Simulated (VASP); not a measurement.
# As in VASP: single point with r2SCAN+rVV10

Aim: the single point of As with r2SCAN+rVV10.

All numbers are computed with VASP 6.6.1; they aren't measurements. Logs are shortened: lines on timing, memory, paths and dates and some standing lists are left out, and cuts for length are marked.

## (1) The cell of the first run

The cell holds a slab with vacuum, 2 atoms: a = 3.619 Å, b = 3.619 Å, c = 22.500 Å, α = 90.00°, β = 90.00°, γ = 120.00°.

## (2) Single point, r2SCAN+rVV10

Input file POSCAR:

```
As
1.0
    3.6188152177      0.0000000000      0.0000000000
   -1.8094076088      3.1339859101      0.0000000000
    0.0000000000      0.0000000000     22.5000000000
As
2
Direct
    0.3333333333      0.6666666667      0.6010943991
    0.0000000000      0.0000000000      0.6613277864
```

Input file INCAR.step1:

```
  PREC = Accurate
  ENCUT = 440
  ISMEAR = 0
  SIGMA = 0.04
  LREAL = False
  LASPH = True
  NELM = 120
  LDIPOL = True
  IDIPOL = 3
  DIPOL = 0.5 0.5 0.631
  NBANDS = 12
  GGA = PE
  ALGO = Normal
  EDIFF = 1E-5
  LWAVE = True
  LCHARG = False
  GGA_COMPAT = False
  NELMDL = -8
```

Input file INCAR.step2:

```
  PREC = Accurate
  ENCUT = 440
  EDIFF = 1E-6
  ISMEAR = 0
  SIGMA = 0.04
  LREAL = False
  LASPH = True
  NELM = 120
  ALGO = Normal
  ISIF = 2
  LWAVE = False
  LCHARG = True
  LDIPOL = True
  IDIPOL = 3
  DIPOL = 0.5 0.5 0.631
  METAGGA = R2SCAN
  LMIXTAU = True
  LUSE_VDW = True
  IVDW_NL = 2
  BPARAM = 11.95
  CPARAM = 0.0093
  LELF = True
  LVHAR = True
  LVACPOTAV = True
  NBANDS = 12
  ISTART = 1
  GGA_COMPAT = False
```

Input file KPOINTS:

```
Automatic mesh
0
Gamma
  12 12 1
```

Potentials or basis: VASP PAW PBE potentials, release 64 (As).

Run with:

```
cat potpaw_PBE.64/As/POTCAR > POTCAR
cp INCAR.step1 INCAR
mpirun -np 1 vasp_std > vasp.out
cp INCAR.step2 INCAR
mpirun -np 1 vasp_std > vasp.out
```

OUTCAR:

```text
PREC = Accurate
   ENCUT = 440
   EDIFF = 1E-6
   ISMEAR = 0
   LREAL = False
   LASPH = True
   NELM = 120
   ISIF = 2
   METAGGA = R2SCAN
   IVDW_NL = 2
   BPARAM = 11.95
   ISTART = 1

 ion  position               nearest neighbor table
   1  0.333  0.667  0.601-   2 2.49   2 2.49   2 2.49
   2  0.000  0.000  0.661-   1 2.49   1 2.49   1 2.49

  LATTYP: Found a hexagonal cell.
 ALAT       =     3.6188152177
 C/A-ratio  =     6.2175045274

  Lattice vectors:

 A1 = (   3.6188152177,   0.0000000000,   0.0000000000)
 A2 = (  -1.8094076088,   3.1339859101,   0.0000000000)
 A3 = (   0.0000000000,   0.0000000000,  22.5000000000)

Analysis of symmetry for initial positions (statically):
=====================================================================
 Subroutine PRICEL returns:
 Original cell was already a primitive cell.

 Routine SETGRP: Setting up the symmetry group for a
 hexagonal supercell.

 Subroutine GETGRP returns: Found 12 space group operations
 (whereof  6 operations were pure point group operations)
 out of a pool of 24 trial point group operations.

The static configuration has the point symmetry C_3v.
 The point group associated with its full space group is D_3d.

Analysis of symmetry for dynamics (positions and initial velocities):
=====================================================================
 Subroutine PRICEL returns:
 Original cell was already a primitive cell.

 Routine SETGRP: Setting up the symmetry group for a
 hexagonal supercell.

 Subroutine GETGRP returns: Found 12 space group operations
 (whereof  6 operations were pure point group operations)
 out of a pool of 24 trial point group operations.

The dynamic configuration has the point symmetry C_3v.
 The point group associated with its full space group is D_3d.

 Subroutine INISYM returns: Found 12 space group operations
 (whereof  6 operations are pure point group operations),
 and found     1 'primitive' translations

----------------------------------------------------------------------------------------

                                     Primitive cell

  volume of cell :     255.1796

  direct lattice vectors                    reciprocal lattice vectors
     3.618815218  0.000000000  0.000000000     0.276333535  0.159541241  0.000000000
    -1.809407609  3.133985910  0.000000000     0.000000000  0.319082481  0.000000000
     0.000000000  0.000000000 22.500000000     0.000000000  0.000000000  0.044444444

  length of vectors
     3.618815218  3.618815218 22.500000000     0.319082481  0.319082481  0.044444444

  position of ions in fractional coordinates (direct lattice)
     0.333333333  0.666666667  0.601094399
     0.000000000  0.000000000  0.661327786

  ion indices of the primitive-cell ions
   primitive index   ion index
                 1           1
                 2           2

----------------------------------------------------------------------------------------

 KPOINTS: Automatic mesh

Automatic generation of k-mesh.
 Grid dimensions read from file:
 generate k-points for:   12   12    1

 Generating k-lattice:

  Cartesian coordinates                     Fractional coordinates (reciprocal lattice)
     0.023027795  0.013295103  0.000000000     0.083333333 -0.000000000  0.000000000
     0.000000000  0.026590207  0.000000000     0.000000000  0.083333333  0.000000000
     0.000000000  0.000000000  0.044444444     0.000000000  0.000000000  1.000000000

  Length of vectors
     0.026590207  0.026590207  0.044444444

  Shift w.r.t. Gamma in fractional coordinates (k-lattice)
     0.000000000  0.000000000  0.000000000

 Subroutine IBZKPT returns following result:
 ===========================================

 Found     19 irreducible k-points:

 Following reciprocal coordinates:
            Coordinates               Weight
  0.000000  0.000000  0.000000      1.000000
  0.083333 -0.000000  0.000000      6.000000
  0.166667 -0.000000  0.000000      6.000000
  0.250000 -0.000000  0.000000      6.000000
  0.333333  0.000000  0.000000      6.000000
  0.416667 -0.000000  0.000000      6.000000
[... 11 lines left out ...]
  0.333333  0.250000  0.000000     12.000000
  0.333333  0.333333  0.000000      2.000000
   k-points           NKPTS =     19   k-points in BZ     NKDIM =     19   number of bands    NBANDS=     12
   number of dos      NEDOS =    301   number of ions     NIONS =      2
   total plane-waves  NPLWV = 125440
   dimension x,y,z NGX =    28 NGY =   28 NGZ =  160
   dimension x,y,z NGXF=    56 NGYF=   56 NGZF=  320
   ions per type =               2
   NGX,Y,Z   is equivalent  to a cutoff of  12.86, 12.86, 11.82 a.u.
   NGXF,Y,Z  is equivalent  to a cutoff of  25.73, 25.73, 23.64 a.u.
 SYSTEM =  unknown system
   PREC   = accura    normal or accurate (medium, high low for compatibility)
   ISTART =      1    job   : 0-new  1-cont  2-samecut
   ICHARG =      0    charge: 1-file 2-atom 10-const
   ISPIN  =      1    spin polarized calculation?
   LNONCOLLINEAR =      F non collinear calculations
   LSORBIT =      F    spin-orbit coupling
   LASPH  =      T    aspherical Exc in radial PAW
   ENCUT  =  440.0 eV  32.34 Ry    5.69 a.u.   6.19  6.19 38.48*2*pi/ulx,y,z
   NELM   =    120;   NELMIN=  2; NELMDL=  0     # of ELM steps
   EDIFF  = 0.1E-05   stopping-criterion for ELM
   LREAL  =      F    real-space projection
   EDIFFG = 0.1E-04   stopping-criterion for IOM
   NSW    =      0    number of steps for IOM
   IBRION =     -1    ionic relax: 0-MD 1-quasi-New 2-CG
   NFREE  =      0    steps in history (QN), initial steepest desc. (CG)
   ISIF   =      2    stress and relaxation
   ISYM   =      2    0-nonsym 1-usesym 2-fastsym
   POTIM  = 0.5000    time-step for ionic-motion
   TEBEG  =    0.0;   TEEND  =   0.0 temperature during run
   PSTRESS=    0.0 pullay stress
   NELECT =      10.0000    total number of electrons
   NUPDOWN=      -1.0000    fix difference up-down
   EMIN   =  10.00;   EMAX   =-10.00  energy-range for DOS
   EFERMI =   0.00;   METHOD = LEGACY
   ISMEAR =     0;   SIGMA  =   0.04  broadening in eV -4-tet -1-fermi 0-gaus
   EFERMI_NEDOS =   21; number of points for ismear=-14 and -15
   IALGO  =     38    algorithm
   IMIX   =      4    mixing-type and parameters
     AMIX     =   0.40;   BMIX     =  1.00
     AMIX_MAG =   1.60;   BMIX_MAG =  1.00
  volume/ion in A,a.u.               =     127.59       861.02
  Fermi-wavevector in a.u.,A,eV,Ry     =   0.556066  1.050812  4.207046  0.309209
  Thomas-Fermi vector in A             =   1.590073
   LORBIT       =      0    0 simple, 1 ext, 2 COOP (PROOUT), +10 PAW based schemes
   METAGGA = R2SCAN    functional components
   LHFCALC =     F    Hartree Fock is set to
   AEXX    =    0.0000 exact exchange contribution
   IVDW_NL    =     2    kernel type
   BPARAM     =11.9500
   IVDW    =     0    specifies the selected vdW correction
   LEPSILON=     F    determine dielectric tensor
   LRPA    =     F    only Hartree local field effects (RPA)
 non-spin polarized calculation
 Gauss-broadening in eV      SIGMA  =   0.04
  energy-cutoff  :      440.00
  volume of cell :      255.18
 maximum number of plane-waves:      5376
 NGX is ok and might be reduce to    28
   NGX = 13   NGY = 13   NGZ = 77

 dipolmoment           0.000000      0.000000      0.000000 electrons x Angstroem

 number of electron      10.0000001 magnetization

 dipolmoment           0.000000      0.000000     -0.000014 electrons x Angstroem

 Free energy of the ion-electron system (eV)
  ---------------------------------------------------
  ext. energy  EPLUGINS =         0.00000000
  ---------------------------------------------------
  free energy    TOTEN  =       -28.98427518 eV

  energy without entropy =      -28.98427518  energy(sigma->0) =      -28.98427518

 E-fermi :  -4.0035     XC(G=0):  -2.2564

 val. band max:       -4.2370660452   @ k =   0.0000   0.0000   0.0000
 cond. band min:      -2.1427378877   @ k =   0.3333   0.0000   0.0000
 fundamental gap:      2.0943281575
 Fermi energy:        -4.0034615432

 k-point     1 :       0.0000    0.0000    0.0000
  band No.  band energies     occupation
      1     -18.1440      2.00000
      2     -11.2706      2.00000
      3      -4.4150      2.00000
      4      -4.2371      2.00000
      5      -4.2371      2.00000
      6      -1.8670      0.00000
      7      -0.3827      0.00000
      8      -0.3827      0.00000
      9       1.4753      0.00000
     10       1.6278      0.00000
     11       2.1383      0.00000
     12       2.5923      0.00000

 k-point     2 :       0.0833   -0.0000    0.0000
  band No.  band energies     occupation
      1     -18.0477      2.00000
      2     -11.2627      2.00000
      3      -5.1094      2.00000
      4      -4.4471      2.00000
      5      -4.3757      2.00000
      6      -1.2587      0.00000
      7      -0.4359      0.00000
      8      -0.1538      0.00000
      9       1.5956      0.00000
     10       1.7340      0.00000
     11       2.2411      0.00000
     12       2.7019      0.00000

 k-point     3 :       0.1667   -0.0000    0.0000
  band No.  band energies     occupation
      1     -17.7617      2.00000
      2     -11.2950      2.00000
      3      -6.4416      2.00000
      4      -4.9166      2.00000
      5      -4.3002      2.00000
      6      -1.5517      0.00000
      7       0.3139      0.00000
      8       0.3959      0.00000
      9       1.9148      0.00000
     10       2.0583      0.00000
     11       2.5398      0.00000
     12       3.0155      0.00000

 k-point     4 :       0.2500   -0.0000    0.0000
  band No.  band energies     occupation
      1     -17.2961      2.00000
      2     -11.5508      2.00000
      3      -7.4245      2.00000
      4      -5.4167      2.00000
      5      -4.3471      2.00000
      6      -2.0390      0.00000
      7       0.6831      0.00000
      8       0.6909      0.00000
      9       2.3304      0.00000
     10       2.5870      0.00000
     11       3.0454      0.00000
     12       3.4929      0.00000

 k-point     5 :       0.3333    0.0000    0.0000
  band No.  band energies     occupation
      1     -16.6784      2.00000
      2     -12.2012      2.00000
      3      -7.7701      2.00000
      4      -5.8242      2.00000
      5      -4.7139      2.00000
      6      -2.1427      0.00000
      7       0.2273      0.00000
      8       0.8382      0.00000
      9       3.0357      0.00000
     10       3.1417      0.00000
     11       3.5793      0.00000
     12       4.2138      0.00000
[... 153 lines left out ...]
      1     -15.3023      2.00000
      2     -13.6724      2.00000
      3      -7.9663      2.00000
      4      -6.5923      2.00000
      5      -5.5648      2.00000
      6      -0.9659      0.00000
      7      -0.0925      0.00000
      8       0.6323      0.00000
      9       3.3651      0.00000
     10       5.4368      0.00000
     11       5.5077      0.00000
     12       5.6804      0.00000

 k-point    17 :       0.2500    0.2500    0.0000
  band No.  band energies     occupation
      1     -15.7566      2.00000
      2     -13.0882      2.00000
      3      -7.9808      2.00000
      4      -7.0315      2.00000
      5      -5.0656      2.00000
      6      -1.0200      0.00000
      7      -0.0772      0.00000
      8       1.2530      0.00000
      9       3.9266      0.00000
     10       4.2340      0.00000
     11       4.5768      0.00000
     12       4.9975      0.00000

 k-point    18 :       0.3333    0.2500    0.0000
  band No.  band energies     occupation
      1     -15.0884      2.00000
      2     -13.7859      2.00000
      3      -8.3921      2.00000
      4      -6.5332      2.00000
      5      -5.5698      2.00000
      6      -1.3934      0.00000
      7       0.5425      0.00000
      8       1.0794      0.00000
      9       4.2263      0.00000
     10       4.9747      0.00000
     11       5.2557      0.00000
     12       5.5807      0.00000

 k-point    19 :       0.3333    0.3333    0.0000
  band No.  band energies     occupation
      1     -14.4241      2.00000
      2     -14.4241      2.00000
      3      -8.6322      2.00000
      4      -6.0311      2.00000
      5      -6.0311      2.00000
      6      -1.6349      0.00000
      7       1.0390      0.00000
      8       1.0390      0.00000
      9       4.6831      0.00000
     10       5.4133      0.00000
     11       5.4133      0.00000
     12       6.1987      0.00000

------------------------ aborting loop because EDIFF is reached ----------------------------------------

  FORCE on cell =-STRESS in cart. coord.  units (eV):
  Direction    XX          YY          ZZ          XY          YZ          ZX
  --------------------------------------------------------------------------------------
  -------------------------------------------------------------------------------------
  Total       -0.6984219     -0.6984219      0.1449692     -0.0000000     -0.0000000      0.0000000
  in kB       -4.3851298     -4.3851298      0.9102076     -0.0000000     -0.0000000      0.0000000
  external PRESSURE =      -2.6200174 kB  Pullay stress =       0.0000000 kB

 VOLUME and BASIS-vectors are now :
 -----------------------------------------------------------------------------
  energy-cutoff  :      440.00
  volume of cell :      255.18
      direct lattice vectors                 reciprocal lattice vectors
     3.618815218  0.000000000  0.000000000     0.276333535  0.159541241  0.000000000
    -1.809407609  3.133985910  0.000000000     0.000000000  0.319082481  0.000000000
     0.000000000  0.000000000 22.500000000     0.000000000  0.000000000  0.044444444

 POSITION                                       TOTAL-FORCE (eV/Angst)
 -----------------------------------------------------------------------------------
     -0.00000      2.08932     13.52462         0.000000      0.000000     -0.117406
      0.00000      0.00000     14.87988        -0.000000      0.000000      0.117406
 -----------------------------------------------------------------------------------
    total drift:                                0.000001     -0.000000     -0.000084

  FREE ENERGIE OF THE ION-ELECTRON SYSTEM (eV)
  ---------------------------------------------------
  free  energy   TOTEN  =       -28.9842751805 eV

  energy  without entropy=      -28.9842751805  energy(sigma->0) =      -28.98427518

 vacuum level on the upper side and lower side of the slab         1.672         1.673
```

Wall time 3.7 min (1 thread of Intel Xeon 6975P-C (Granite Rapids), shared host); peak memory 0.82 GiB.

What came out:

```yaml
Free_energy: -28.9843 eV
Largest_force: 0.117 eV/Å
Band_gap_on_the_k_mesh: 2.09 eV (least direct gap 2.31 eV)
```

Forces in eV/Å, atoms in the order of the input:
```
As   0.000  0.000 -0.117
As   0.000  0.000  0.117
```

Caveat: the PAW data sets were made with another functional, which shifts forces and pressure a little.
